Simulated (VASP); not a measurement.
A run of VASP 6.6.1 is set up as follows.

Contents of INCAR:

```
  PREC = Accurate
  ENCUT = 520
  EDIFF = 1E-6
  ISMEAR = -1
  SIGMA = 0.1
  LREAL = F
  LASPH = T
  NELM = 60
  ALGO = Normal
  ISIF = 2
  LWAVE = F
  LCHARG = F
  GGA = PS
  NBANDS = 13
```

File KPOINTS:

```
Automatic mesh
0
Gamma
  13 13 13
```

POSCAR

```
Mo
1.0
   -1.5734200000      1.5734200000      1.5734200000
    1.5734200000     -1.5734200000      1.5734200000
    1.5734200000      1.5734200000     -1.5734200000
Mo
1
Direct
    0.0000000000      0.0000000000      0.0000000000
```

Potentials or basis: VASP PAW PBE potentials, release 64 (Mo_sv).

Command:

```sh
$ cat potpaw_PBE.64/Mo_sv/POTCAR > POTCAR
$ mpirun -np 1 vasp_std > vasp.out
```

Estimate the pressure.

-4.1 GPa.

Predict the band gap on the k mesh.

zero (band 7 reaches 16.16 eV, above the bottom of band 8 at 11.15 eV).

Caveat: the PAW data sets were made with another functional, which shifts forces and pressure a little.
